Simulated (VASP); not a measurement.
# Au (P6_3/mmc) in VASP: vibrations by perturbation theory with LDA

Aim: the vibrations by perturbation theory of Au with LDA.

Everything below comes from runs of VASP 6.6.1. Logs are shortened: lines on timing, memory, paths and dates and some standing lists are left out, and cuts for length are marked.

### Step 1. The cell of the first run

It takes space group P6_3/mmc (No. 194, hexagonal). The conventional cell has a = 2.900 Å, b = 2.900 Å, c = 4.880 Å, α = 90.00°, β = 90.00°, γ = 120.00°. Au (site symmetry -6m2) has 12 Au at 2.90 to 2.96 Å within 3.8 Å.

This isn't the form of Au at room conditions, which is fcc.

### Step 2. Vibrations by perturbation theory, LDA

INCAR

```
ALGO     = Fast           # electronic algorithm
EDIFF    = 1E-8           # SCF threshold, eV
ENCUT    = 520            # plane-wave cutoff, eV
GGA      = CA             # functional
IBRION   = 8              # ionic algorithm
ISIF     = 2              # what is computed and relaxed
ISMEAR   = -1             # smearing method
LASPH    = T              # aspherical terms in the spheres
LCHARG   = F              # write CHGCAR
LREAL    = F              # projectors in reciprocal space
LWAVE    = F              # write WAVECAR
NELM     = 60             # most SCF steps
NSW      = 1              # ionic steps
PREC     = Accurate       # precision mode
SIGMA    = 0.05           # smearing width, eV
```

KPOINTS

```
k-points
0
Gamma
  8 8 5
```

POSCAR

```
Au
1.0
    2.9000000000      0.0000000000      0.0000000000
   -1.4500000000      2.5114736710      0.0000000000
    0.0000000000      0.0000000000      4.8800000000
Au
2
Direct
    0.6666666667      0.3333333333      0.2500000000
    0.3333333333      0.6666666667      0.7500000000
```

Potentials or basis: VASP PAW LDA potentials, release 64 (Au).

Run with:

```console
cat potpaw_LDA.64/Au/POTCAR > POTCAR
mpirun -np 1 vasp_std > vasp.out
```

OUTCAR:

```text
EDIFF = 1E-8
   ENCUT = 520
   GGA = CA
   IBRION = 8
   ISIF = 2
   ISMEAR = -1
   LASPH = T
   LREAL = F
   NELM = 60
   NSW = 1
   PREC = Accurate

 ion  position               nearest neighbor table
   1  0.667  0.333  0.250-   2 2.96   2 2.96   2 2.96   2 2.96   2 2.96   2 2.96
   2  0.333  0.667  0.750-   1 2.96   1 2.96   1 2.96   1 2.96   1 2.96   1 2.96

  LATTYP: Found a hexagonal cell.
 ALAT       =     2.9000000000
 C/A-ratio  =     1.6827586207

  Lattice vectors:

 A1 = (   2.9000000000,   0.0000000000,   0.0000000000)
 A2 = (  -1.4500000000,   2.5114736710,   0.0000000000)
 A3 = (   0.0000000000,   0.0000000000,   4.8800000000)

Analysis of symmetry for initial positions (statically):
=====================================================================
 Subroutine PRICEL returns:
 Original cell was already a primitive cell.

 Routine SETGRP: Setting up the symmetry group for a
 hexagonal supercell.

 Subroutine GETGRP returns: Found 24 space group operations
 (whereof 12 operations were pure point group operations)
 out of a pool of 24 trial point group operations.

The static configuration has the point symmetry D_3d.
 The point group associated with its full space group is D_6h.

Analysis of symmetry for dynamics (positions and initial velocities):
=====================================================================
 Subroutine PRICEL returns:
 Original cell was already a primitive cell.

 Routine SETGRP: Setting up the symmetry group for a
 hexagonal supercell.

 Subroutine GETGRP returns: Found 24 space group operations
 (whereof 12 operations were pure point group operations)
 out of a pool of 24 trial point group operations.

The dynamic configuration has the point symmetry D_3d.
 The point group associated with its full space group is D_6h.

 Subroutine INISYM returns: Found 24 space group operations
 (whereof 12 operations are pure point group operations),
 and found     1 'primitive' translations

[... 600 lines left out ...]
      direct lattice vectors                 reciprocal lattice vectors
     2.900000000  0.000000000  0.000000000     0.344827586  0.199086300  0.000000000
    -1.450000000  2.511473671  0.000000000     0.000000000  0.398172599  0.000000000
     0.000000000  0.000000000  4.880000000     0.000000000  0.000000000  0.204918033

 POSITION                                       TOTAL-FORCE (eV/Angst)
 -----------------------------------------------------------------------------------
      1.45000      0.83716      1.22000         0.000000      0.000000      0.000000
     -0.00000      1.67432      3.66000        -0.000000     -0.000000      0.000000
 -----------------------------------------------------------------------------------
    total drift:                                0.000000     -0.000000      0.000000

  FREE ENERGIE OF THE ION-ELECTRON SYSTEM (eV)
  ---------------------------------------------------
  free  energy   TOTEN  =        -8.7471573234 eV

  energy  without entropy=       -8.7373816572  energy(sigma->0) =       -8.74226949

[... ionic steps 2 to 3 ...]

--------------------------------------- Ionic step        4  -------------------------------------------

------------------------ aborting loop because EDIFF is reached ----------------------------------------

[... ionic steps 5 to 5 ...]

--------------------------------------- Ionic step        6  -------------------------------------------

 Free energy of the ion-electron system (eV)
  ---------------------------------------------------
  ---------------------------------------------------
  free energy    TOTEN  =        -0.31453876 eV

  energy without entropy =       -0.31453875

------------------------ aborting loop because EDIFF is reached ----------------------------------------

 INTERNAL STRAIN TENSOR  FOR ION    1  DIRECTION 3   (eV/Angst):
 -----------------------------------------------------------------------------
    -0.00091  0.00000  0.00000
    -0.00000 -0.00091  0.00000
     0.00000  0.00000  0.00955

 INTERNAL STRAIN TENSOR FOR ION    2 for displacements in x,y,z  (eV/Angst):
          X           Y           Z          XY          YZ          ZX
  --------------------------------------------------------------------------------
  x     0.00000     0.00000     0.00000    -0.36316     0.00000     0.00000
  y    -0.36316     0.36316     0.00000     0.00000     0.00000     0.00000
  z     0.00000     0.00000     0.00000     0.00000    -0.00000    -0.00000

 SECOND DERIVATIVES (NOT SYMMETRIZED)
 ------------------------------------
               1X          1Y          1Z          2X          2Y          2Z
  1X    -0.361287    0.000000    0.000000    0.361287    0.000000    0.000000
  1Y     0.000000   -0.361287    0.000000   -0.000000    0.361287    0.000000
  1Z     0.000000    0.000000   -5.527518    0.000000    0.000000    5.527518
  2X     0.361287    0.000000    0.000000   -0.361287    0.000000    0.000000
  2Y    -0.000000    0.361287    0.000000    0.000000   -0.361287    0.000000
  2Z     0.000000    0.000000    5.527518    0.000000    0.000000   -5.527518

 Eigenvectors and eigenvalues of the dynamical matrix
 ----------------------------------------------------

   1 f  =    3.703694 THz    23.270999 2PiTHz  123.541950 cm-1    15.317243 meV
             X         Y         Z           dx          dy          dz
      1.450000  0.837158  1.220000     0.000000    0.000000    0.707107
     -0.000000  1.674316  3.660000     0.000000   -0.000000   -0.707107
[... 16 lines left out ...]
   5 f  =    0.000000 THz     0.000000 2PiTHz    0.000000 cm-1     0.000000 meV
             X         Y         Z           dx          dy          dz
      1.450000  0.837158  1.220000     0.696007   -0.117785    0.041244
     -0.000000  1.674316  3.660000     0.696007   -0.117785    0.041244

   6 f/i=    0.000000 THz     0.000000 2PiTHz    0.000001 cm-1     0.000000 meV
             X         Y         Z           dx          dy          dz
      1.450000  0.837158  1.220000    -0.003129    0.217150    0.672931
     -0.000000  1.674316  3.660000    -0.003129    0.217150    0.672931

--------------------------------------------------------------------------------------------------------

 ELASTIC MODULI CONTR FROM IONIC RELAXATION (kBar)
 Direction    XX          YY          ZZ          XY          YZ          ZX
 --------------------------------------------------------------------------------
 XX         -16.4556     16.4556      0.0000     -0.0000     -0.0000     -0.0000
 YY          16.4556    -16.4556      0.0000      0.0000      0.0000      0.0000
 ZZ           0.0000      0.0000      0.0000      0.0000      0.0000      0.0000
 XY          -0.0000      0.0000      0.0000    -16.4556     -0.0000     -0.0000
 YZ          -0.0000      0.0000      0.0000     -0.0000     -0.0000     -0.0000
 ZX          -0.0000      0.0000      0.0000     -0.0000     -0.0000     -0.0000
 --------------------------------------------------------------------------------
```

OSZICAR:

```text
N       E                     dE             d eps       ncg     rms          rms(c)
DAV:   1     0.119619456596E+03    0.11962E+03   -0.11987E+04   900   0.142E+03
DAV:   2    -0.784444594089E+01   -0.12746E+03   -0.12246E+03   998   0.287E+02
DAV:   3    -0.941042240792E+01   -0.15660E+01   -0.15587E+01  1061   0.338E+01
DAV:   4    -0.941696309965E+01   -0.65407E-02   -0.65405E-02  1054   0.225E+00
[... 50 lines left out ...]
RMM:   8    -0.314538288226E+00    0.60858E-05    0.10198E-07  1974   0.105E-03    0.982E-05
RMM:   9    -0.314538380354E+00   -0.92128E-07    0.25239E-07  1974   0.234E-04    0.486E-05
RMM:  10    -0.314538608717E+00   -0.22836E-06   -0.10468E-09  1997   0.772E-05    0.231E-05
RMM:  11    -0.314538756399E+00   -0.14768E-06   -0.92268E-09  1982   0.634E-05    0.131E-06
RMM:  12    -0.314538755019E+00    0.13803E-08   -0.24944E-08  2022   0.277E-05    0.953E-07
 Linear response finished
```

Run time: 3.3 min. Hardware: 1 thread of Intel Xeon 8259CL, shared host; peak memory 0.23 GiB.

Results:

```yaml
Highest_phonon_frequency_at_Γ: 124 cm⁻¹
```

Phonon frequencies in cm⁻¹ (negative: imaginary):
```csv
q point,frequencies
"(0.000, 0.000, 0.000)",0 0 0 32 32 124
```

Caveat: the cell stands under pressure or tension, which shifts response properties; spin-orbit coupling is left out, which moves the levels of the heavy elements.
